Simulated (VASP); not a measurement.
# Si3N4 in VASP: a series of runs, part 2 of 2

VASP 6.6.1. Earlier steps stand in the parts before.

## Step 3: Single point, PBE

INCAR

```
PREC     = Accurate       # precision mode
ENCUT    = 520            # plane-wave cutoff, eV
EDIFF    = 1E-7           # SCF threshold, eV
ISMEAR   = -1             # smearing method
SIGMA    = 0.3447         # smearing width, eV
LREAL    = Auto         
LASPH    = True           # aspherical terms in the spheres
NELM     = 100            # most SCF steps
ALGO     = Normal         # electronic algorithm
ISIF     = 2              # what is computed and relaxed
LWAVE    = False          # write WAVECAR
LCHARG   = True           # write CHGCAR
GGA      = PE             # functional
LELF     = True           # ELF
LVHAR    = True         
NBANDS   = 64             # bands
ISYM     = 0
```

KPOINTS

```
Automatic mesh
0
Gamma
  1 1 1
  0.25 0.25 0.25
```

POSCAR

```
Si3N4
1.0
    6.4521200000      0.2464290000      0.2758340000
    0.2464290000      6.2576870000      0.2386670000
    0.2758340000      0.2386670000      5.9735200000
Si N
9 12
Direct
    1.1021517595      0.6837179700      0.6247440629
    0.3993738609      0.9108965912      0.3978972455
    0.1732377438      0.3214176043      0.3118421575
    0.8161104756      0.5308976681      0.2871208650
    0.8282334782      0.1027905734      0.4959672570
    0.5574443817      0.5818273445      0.7608011523
    0.9576971330      0.3559972460     -0.0913225746
    0.7720483518      0.0277919665      0.0295200802
    0.1042499698     -0.1015121173      0.1852281245
    0.1550409640      0.4108367316      0.5900469506
    0.2401122352      0.5052615155      0.1255681125
    0.6130951808      0.0398520537      0.3335144327
   -0.0031119246      1.0904775461      0.0451076367
    0.1963280983      0.0864820574      0.4426896741
    0.8878916964      0.8265593114      0.4151737754
    0.6769716648      0.4023872625      0.5144532264
    0.5001031236      0.7541345340      1.1231683376
    0.5338354620      0.5696037846      1.0836867379
    0.8021828497      0.1557140281      0.7525306513
    0.3821611540      0.7277619479      0.5798368800
    0.8491125500      0.6552345228     -0.1803035679
```

Potentials or basis: VASP PAW PBE potentials, release 64 (Si, N).

Run with:

```sh
cat potpaw_PBE.64/Si/POTCAR potpaw_PBE.64/N/POTCAR > POTCAR
mpirun -np 1 vasp_std > vasp.out
```

OUTCAR:

```text
PREC = Accurate
   ENCUT = 520
   EDIFF = 1E-7
   ISMEAR = -1
   LREAL = Auto
   LASPH = True
   NELM = 100
   ISIF = 2
   GGA = PE
   ISYM = 0

 ion  position               nearest neighbor table
   1  0.102  0.684  0.625-  10 1.74  20 1.84  21 1.93  15 2.06   2 2.69   7 2.73   9 2.86   3 3.04
                             4 3.11   6 3.13   5 3.13
   2  0.399  0.911  0.398-  20 1.52  12 1.66  14 1.66  17 2.01   9 2.40   1 2.69   3 2.89   6 3.06

   3  0.173  0.321  0.312-  11 1.60  14 1.61  10 1.79   4 2.57   5 2.80   7 2.88   2 2.89   9 2.89
                             1 3.04
   4  0.816  0.531  0.287-  16 1.74  15 2.16  18 2.27   3 2.57   7 2.65   5 2.87   9 3.07   1 3.11

   5  0.828  0.103  0.496-  19 1.59  15 1.84  12 1.85  16 2.05  14 2.37   9 2.77   3 2.80   4 2.87
                             8 2.93   1 3.13
   6  0.557  0.582  0.761-  20 1.79  18 1.92  16 1.99  21 2.04   7 3.02   2 3.06   1 3.13
   7  0.958  0.356  0.909-  13 1.80  21 2.00  19 2.00  10 2.22   8 2.49   4 2.65   1 2.73   3 2.88
                             6 3.02
   8  0.772  0.028  0.030-  13 1.55  19 1.78  12 2.01   9 2.47   7 2.49   5 2.93
   9  0.104  0.898  0.185-  13 1.56  15 1.93  14 2.16   2 2.40   8 2.47   5 2.77   1 2.86   3 2.89
                             4 3.07
  10  0.155  0.411  0.590-   1 1.74   3 1.79   7 2.22
  11  0.240  0.505  0.126-   3 1.60
  12  0.613  0.040  0.334-   2 1.66   5 1.85   8 2.01
  13  0.997  0.090  0.045-   8 1.55   9 1.56   7 1.80
  14  0.196  0.086  0.443-   3 1.61   2 1.66   9 2.16   5 2.37
  15  0.888  0.827  0.415-   5 1.84   9 1.93   1 2.06   4 2.16
  16  0.677  0.402  0.514-   4 1.74   6 1.99   5 2.05
  17  0.500  0.754  0.123-  18 1.20   2 2.01
  18  0.534  0.570  0.084-  17 1.20   6 1.92   4 2.27
  19  0.802  0.156  0.753-   5 1.59   8 1.78   7 2.00
  20  0.382  0.728  0.580-   2 1.52   6 1.79   1 1.84
  21  0.849  0.655  0.820-   1 1.93   7 2.00   6 2.04

IMPORTANT INFORMATION: All symmetrisations will be switched off!
NOSYMM: (Re-)initialisation of all symmetry stuff for point group C_1.

----------------------------------------------------------------------------------------

[... 132 lines left out ...]
   LHFCALC =     F    Hartree Fock is set to
   AEXX    =    0.0000 exact exchange contribution
   IVDW    =     0    specifies the selected vdW correction
   LEPSILON=     F    determine dielectric tensor
   LRPA    =     F    only Hartree local field effects (RPA)
 non-spin polarized calculation
  energy-cutoff  :      520.00
  volume of cell :      240.01
 maximum number of plane-waves:      6475
 NGX is ok and might be reduce to    48
   NGX = 25   NGY = 23   NGZ = 23

 number of electron      95.9999999 magnetization

 Free energy of the ion-electron system (eV)
  ---------------------------------------------------
  ext. energy  EPLUGINS =         0.00000000
  ---------------------------------------------------
  free energy    TOTEN  =      -137.06154120 eV

  energy without entropy =     -135.21450843  energy(sigma->0) =     -136.13802481

 E-fermi :   7.0969     XC(G=0): -10.5107

 val. band max:        6.7625729533   @ k =   0.2500   0.2500   0.2500
 cond. band min:       7.4056553016   @ k =   0.2500   0.2500   0.2500
 fundamental gap:      0.6430823483
 Fermi energy:         7.0968639802

 k-point     1 :       0.2500    0.2500    0.2500
  band No.  band energies     occupation
      1     -15.7706      2.00000
      2     -12.6860      2.00000
      3     -11.4416      2.00000
      4     -10.3911      2.00000
      5     -10.0474      2.00000
      6      -9.6429      2.00000
[... 52 lines left out ...]
     59      10.5769      0.00008
     60      11.1771      0.00001
 [bands above 60 left out]

------------------------ aborting loop because EDIFF is reached ----------------------------------------

  FORCE on cell =-STRESS in cart. coord.  units (eV):
  Direction    XX          YY          ZZ          XY          YZ          ZX
  --------------------------------------------------------------------------------------
  -------------------------------------------------------------------------------------
  Total       16.3981222     32.2166991      9.8371498     -0.7278018    -18.8166693     12.7816589
  in kB      109.4654774    215.0622073     65.6677810     -4.8584324   -125.6104612     85.3238180
  external PRESSURE =     130.0651552 kB  Pullay stress =       0.0000000 kB

 VOLUME and BASIS-vectors are now :
 -----------------------------------------------------------------------------
  energy-cutoff  :      520.00
  volume of cell :      240.01
      direct lattice vectors                 reciprocal lattice vectors
     6.452120000  0.246429000  0.275834000     0.155508572 -0.005859014 -0.006946691
     0.246429000  6.257687000  0.238667000    -0.005859014  0.160268089 -0.006132831
     0.275834000  0.238667000  5.973520000    -0.006946691 -0.006132831  0.167971286

 POSITION                                       TOTAL-FORCE (eV/Angst)
 -----------------------------------------------------------------------------------
      0.99991      4.45277      3.92328        -2.180474     -1.732219     -0.165714
      2.91103      5.89349      2.70441         2.858318      3.535043     -5.793438
      1.28297      2.12845      1.98729        -1.039232      2.449956      4.093619
      5.47567      3.59183      2.06694        -0.243574     -0.631441      1.253661
      5.50600      0.96570      3.21566        -2.993777      0.508174     -3.560555
      3.94993      3.95984      4.83729         2.587192     -1.806931     -3.073396
[... 13 lines left out ...]
      2.80503      4.78667      3.74277        -0.813476     -4.365438      7.534332
      5.86614      4.50513      5.28707         0.794750     -0.913137      0.516845
 -----------------------------------------------------------------------------------
    total drift:                               -0.006230      0.002517      0.004840

  FREE ENERGIE OF THE ION-ELECTRON SYSTEM (eV)
  ---------------------------------------------------
  free  energy   TOTEN  =      -137.0615411992 eV

  energy  without entropy=     -135.2145084267  energy(sigma->0) =     -136.13802481
```

OSZICAR:

```text
N       E                     dE             d eps       ncg     rms          rms(c)
DAV:   1     0.449363707692E+03    0.44936E+03   -0.46474E+04   128   0.138E+03
DAV:   2    -0.114498087932E+03   -0.56386E+03   -0.53044E+03   160   0.279E+02
DAV:   3    -0.159403842178E+03   -0.44906E+02   -0.43779E+02   152   0.796E+01
[... 13 lines left out ...]
DAV:  17    -0.137061536708E+03   -0.72071E-05   -0.65574E-06   160   0.123E-02    0.363E-03
DAV:  18    -0.137061540244E+03   -0.35358E-05   -0.35975E-06   136   0.688E-03    0.268E-03
DAV:  19    -0.137061541058E+03   -0.81455E-06   -0.92612E-07   152   0.360E-03    0.107E-03
DAV:  20    -0.137061541190E+03   -0.13155E-06   -0.27583E-07   128   0.197E-03    0.553E-04
DAV:  21    -0.137061541199E+03   -0.95079E-08   -0.22749E-08   104   0.729E-04
   1 F= -.13706154E+03 E0= -.13613802E+03  d E =-.184703E+01
```

It took 32 s on 1 thread of AMD EPYC 9R45 (Zen 5), shared host; peak memory 0.27 GiB.

Results:

* Free energy: -137.0615 eV
* Pressure: 13.0 GPa
* Largest force: 9.747 eV/Å
* Band gap on the k mesh: 0.64 eV

Forces in eV/Å, atoms in the order of the input:
```
Si  -2.180 -1.732 -0.166
Si   2.858  3.535 -5.793
Si  -1.039  2.450  4.094
Si  -0.244 -0.631  1.254
Si  -2.994  0.508 -3.561
Si   2.587 -1.807 -3.073
Si   0.900  1.571 -3.159
Si  -9.171 -3.070 -1.210
Si   2.436 -4.824  3.771
N   -1.401  1.837  2.228
N   -1.408  0.268 -3.601
N    2.314  2.668 -2.589
N    5.241  5.023 -0.453
N   -1.072 -2.994 -1.055
N    5.039 -2.545 -0.495
N   -0.386  2.411 -0.304
N    0.254  5.618  1.248
N   -0.548 -2.744 -1.122
N   -1.168 -0.264  5.936
N   -0.813 -4.365  7.534
N    0.795 -0.913  0.517
```

Levels at points of the mesh, in eV from the valence-band top:
```
           k point  band 45  band 46  band 47  band 48  band 49  band 50  band 51  band 52
(0.25, 0.25, 0.25)    -0.92    -0.75    -0.37     0.00     0.64     1.12     1.34     1.65
```

Caveat: the k points lie up to 1.06 Å⁻¹ apart; the standard files for N, O and F lose accuracy on very short bonds.

## Step 4: Single point, PBE

Edit INCAR of step 3 so:

```diff
@@ -2,8 +2,8 @@
 ENCUT    = 520            # plane-wave cutoff, eV
-EDIFF    = 1E-7           # SCF threshold, eV
+EDIFF    = 1E-6           # SCF threshold, eV
 ISMEAR   = -1             # smearing method
-SIGMA    = 0.3447         # smearing width, eV
+SIGMA    = 0.2482         # smearing width, eV
 LREAL    = Auto         
 LASPH    = True           # aspherical terms in the spheres
-NELM     = 100            # most SCF steps
+NELM     = 80             # most SCF steps
 ALGO     = Normal         # electronic algorithm
```

KPOINTS is that of step 3.

POSCAR

```
Si3N4
1.0
    6.4521200000      0.2464290000      0.2758340000
    0.2464290000      6.2576870000      0.2386670000
    0.2758340000      0.2386670000      5.9735200000
Si N
9 12
Direct
    0.1718911952      0.6360562730      0.5810185488
    0.4693412728      0.8907255623      0.3584698673
    0.0763614624      0.1822583352      0.4201909196
    0.8232851188      0.5682709593      0.2384991508
    0.7425240566      0.1638820026      0.5431469876
    0.5862894234      0.5075330088      0.7685543972
    0.9867412087      0.3343371534      0.8529838320
    0.7245439703     -0.0003494497     -0.0016043236
    0.1158111402      0.8890470181      0.1026945863
    0.1976522587      0.3753401304      0.5116237133
    0.0060466897      0.3737223074      0.1168058256
    0.7258777822      0.0129874791      0.3068546762
    1.0038828916      0.0535299546     -0.1016670016
    0.2461034849      0.0142994544      0.2749624147
    1.0002179909      0.7447258154      0.3146401777
    0.6681753946      0.4580852322      0.4709415353
    0.4746651396      0.8076463795      0.0543916614
    0.6017178813      0.6099611672      0.0321711735
    0.6621750335      0.2539246292      0.7998173911
    0.4145884639      0.7598920684      0.6410088600
    0.9889209214      0.6880965282      0.8314660456
```

Run with:

```sh
cat potpaw_PBE.64/Si/POTCAR potpaw_PBE.64/N/POTCAR > POTCAR
mpirun -np 1 vasp_std > vasp.out
```

Wall time 28 s (1 thread of AMD EPYC 9R45 (Zen 5), shared host); peak memory 0.27 GiB.

It converged, with:

```yaml
Free_energy: -146.4829 eV
Pressure: 1.1 GPa
Largest_force: 7.486 eV/Å
Band_gap_on_the_k_mesh: 1.07 eV
```

Forces in eV/Å, atoms in the order of the input:
```
Si  -2.028  1.481  0.336
Si   1.207 -0.571  0.130
Si   0.361  1.955 -2.414
Si   0.085 -2.201 -0.565
Si   0.476  2.238 -4.088
Si  -0.618  5.440 -2.908
Si   0.914  1.388 -0.638
Si  -0.227  1.879 -0.224
Si   1.814 -1.866 -2.761
N    0.458  0.977  3.775
N   -1.292 -0.062  4.623
N   -5.242 -0.311 -0.292
N   -1.219 -0.563  0.670
N    0.814  2.819  2.007
N    0.373 -2.421  1.387
N    1.539 -0.372 -0.510
N    2.438 -0.012  1.180
N   -0.282 -0.907 -0.298
N    0.731 -5.626  4.883
N   -1.170 -1.050 -2.218
N    0.866 -2.214 -2.073
```

Stress tensor (GPa, compression positive):
```
-1.70 -3.46 -0.57
-3.46 12.23  4.26
-0.57  4.26 -7.35
```

Levels at points of the mesh, in eV from the valence-band top:
| k point | band 44 | band 45 | band 46 | band 47 | band 48 | band 49 | band 50 | band 51 | band 52 | band 53 |
| --- | --- | --- | --- | --- | --- | --- | --- | --- | --- | --- |
| (0.25, 0.25, 0.25) | -1.21 | -0.76 | -0.59 | -0.44 | 0.00 | 1.07 | 1.55 | 1.93 | 2.33 | 3.06 |

Caveat: the k points lie up to 1.06 Å⁻¹ apart.
